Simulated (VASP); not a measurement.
The system is KF.

```
K F
1.0
     3.78136    0.00000    0.00000
    -1.89068    3.27475    0.00000
     0.00000    0.00000    6.17496
K F
2 2
Direct
  0.33333 0.66667 0.00000
  0.66667 0.33333 0.50000
  0.33333 0.66667 0.37500
  0.66667 0.33333 0.87500
```

| Quantity | Value |
| --- | --- |
| Program | VASP 6.6.1 |
| Task | relaxation of cell and atoms |
| Functional | PBE |
| Potentials or basis | VASP PAW PBE potentials, release 64 (K_sv, F) |
| Cutoff | 600 eV |
| k mesh | 12 × 12 × 4 |
| Occupations | fermi-dirac, width 0.02 eV |
| Spin | no spin polarisation |

At the start: pressure 14.1 GPa; volume 19.12 Å³/atom.

How do energy, volume and symmetry change on relaxing?

Over 40 steps the energy falls by 270.4 meV/atom and the volume is 23.47 Å³/atom (+22.8 %); space group P6_3mc (No. 186, to 0.1 Å) before, P6_3/mmc (No. 194, to 0.1 Å).

The path:
```tsv
step	energy change (eV)	largest force (eV/Å)	pressure (GPa)	volume (Å³)
1	0.0000	0.0351	14.14	76.46
2	-0.8934	0.0367	2.19	96.69
3	-0.9395	0.0347	0.60	102.11
4	-0.9439	0.0338	0.03	104.37
5	-0.9438	0.0336	-0.12	104.99
6	-0.9447	0.0371	-0.03	104.67
7	-0.9461	0.0496	0.19	103.69
8	-0.9469	0.0474	0.16	103.80
9	-0.9490	0.0417	0.05	104.16
10	-0.9516	0.0339	-0.16	104.85
11	-0.9504	0.0238	-0.65	106.18
12	-0.9521	0.0314	-0.32	105.30
13	-0.9528	0.0276	-0.29	105.12
14	-0.9547	0.0182	-0.23	104.57
15	-0.9581	0.0085	-0.12	103.47
16	-0.9678	0.0186	0.01	101.18
17	-1.0231	0.1123	0.14	96.29
18	-0.5139	1.2756	6.05	85.24
19	-1.0051	0.2298	0.45	95.67
20	-1.0414	0.2012	1.22	90.65
21	-1.0444	0.2427	0.94	91.64
22	-1.0436	0.2209	1.11	91.02
23	-1.0441	0.2106	1.12	90.94
24	-1.0444	0.1909	1.14	90.80
25	-1.0451	0.1891	1.14	90.84
26	-1.0471	0.1830	1.08	90.95
27	-1.0508	0.1712	0.98	91.18
28	-1.0576	0.1487	0.79	91.64
29	-1.0679	0.1092	0.42	92.55
30	-1.0776	0.0491	-0.23	94.40
31	-1.0781	0.0379	-0.38	94.87
32	-1.0794	0.0339	-0.29	94.62
33	-1.0813	0.0233	-0.01	93.88
34	-1.0814	0.0208	0.07	93.70
35	-1.0815	0.0184	0.05	93.76
36	-1.0817	0.0114	-0.01	93.93
37	-1.0816	0.0018	-0.11	94.27
38	-1.0817	0.0077	-0.05	94.03
39	-1.0818	0.0034	-0.02	93.95
40	-1.0818	0.0001	0.01	93.88
```

Final structure:
```xyz
4
Lattice="4.4754 0.0000 0.0000 -2.2377 3.8758 0.0000 0.0000 0.0000 5.4122" Properties=species:S:1:pos:R:3 pbc="T T T"
K     0.0000    2.5839    5.0737
K     2.2377    1.2919    2.3676
F     0.0000    2.5839    2.3681
F     2.2377    1.2919    5.0742
```

Caveat: the volume moved by over 15 % at a fixed basis, so the end points are rough; the structure was generated, so it needn't be the stable form of KF.
